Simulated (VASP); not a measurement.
A run of VASP 6.6.1:

File POSCAR:

```
AlGaN2
1.0
    3.0403825262      0.0000000000      0.0000000000
    0.0000000000      3.0403825262      0.0000000000
    0.0000000000      0.0000000000      4.7124732336
Al Ga N
1 1 2
Direct
    0.5000000000      0.5000000000      0.5000000000
    0.0000000000      0.0000000000      0.0000000000
    0.5000000000      0.0000000000      0.7390831718
    0.0000000000      0.5000000000      0.2609168282
```

INCAR.step1

```
ALGO = Normal ; EDIFF = 1E-4
ENCUT = 520 ; GGA = PE
ISMEAR = 0 ; LASPH = True
LCHARG = False ; LREAL = False
LWAVE = True ; NBANDS = 21
NELM = 80 ; PREC = Accurate
SIGMA = 0.05
```

INCAR.step2

```
ALGO = Normal ; EDIFF = 1E-6
ENCUT = 520 ; ISIF = 2
ISMEAR = 0 ; ISTART = 1
LASPH = True ; LCHARG = False
LMIXTAU = True ; LREAL = False
LWAVE = False ; METAGGA = R2SCAN
NBANDS = 21 ; NELM = 80
PREC = Accurate ; SIGMA = 0.05
```

The input KPOINTS:

```
k-points
0
Gamma
  8 8 6
```

Potentials or basis: VASP PAW PBE potentials, release 64 (Al, Ga_d, N).

Run with:

```bash
$ cat potpaw_PBE.64/Al/POTCAR potpaw_PBE.64/Ga_d/POTCAR potpaw_PBE.64/N/POTCAR > POTCAR
$ cp INCAR.step1 INCAR
$ mpirun -np 1 vasp_std > vasp.out
$ cp INCAR.step2 INCAR
$ mpirun -np 1 vasp_std > vasp.out
```

Hardware: 1 thread of Intel Xeon 8259CL (shared host).

Task: How long does it take, and how much memory?

Result: Wall time 3.7 min on 1 thread of Intel Xeon 8259CL, with other jobs on the host, peak memory 0.2 GiB. Counts: k points 60.
